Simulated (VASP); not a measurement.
Here is a VASP 6.6.1 calculation.

INCAR

```
SYSTEM = CdTe
PREC     = Accurate       ! precision mode
ENCUT    = 520            ! plane-wave cutoff, eV
EDIFF    = 1E-6           ! SCF threshold, eV
ISMEAR   = -1             ! smearing method
SIGMA    = 0.05           ! smearing width, eV
LREAL    = .FALSE.        ! projectors in reciprocal space
LASPH    = .TRUE.         ! aspherical terms in the spheres
NELM     = 80             ! most SCF steps
ALGO     = Normal         ! electronic algorithm
ISIF     = 2              ! what is computed and relaxed
LWAVE    = .FALSE.        ! write WAVECAR
LCHARG   = .FALSE.        ! write CHGCAR
GGA      = CA             ! functional
NBANDS   = 16             ! bands
```

Contents of KPOINTS:

```
Automatic mesh
0
G
  13 13 13
  0 0 0
```

The input POSCAR:

```
CdTe
1.0
    0.0000000000      2.4297618920      2.4297618920
    2.4297618920      0.0000000000      2.4297618920
    2.4297618920      2.4297618920      0.0000000000
Cd Te
1 1
Direct
    0.0000000000      0.0000000000      0.0000000000
    0.5000000000      0.5000000000      0.5000000000
```

Potentials or basis: VASP PAW LDA potentials, release 64 (Cd, Te).

Command:

```bash
$ cat potpaw_LDA.64/Cd/POTCAR potpaw_LDA.64/Te/POTCAR > POTCAR
$ mpirun -np 1 vasp_std > vasp.out
```

What does it give for the pressure?

165.2 GPa.

What does it give for the band gap on the k mesh?

Zero (bands 9 and 10 overlap by 2.13 eV).

Caveat: the cell stands under pressure; spin-orbit coupling is left out, which moves the levels of the heavy elements.
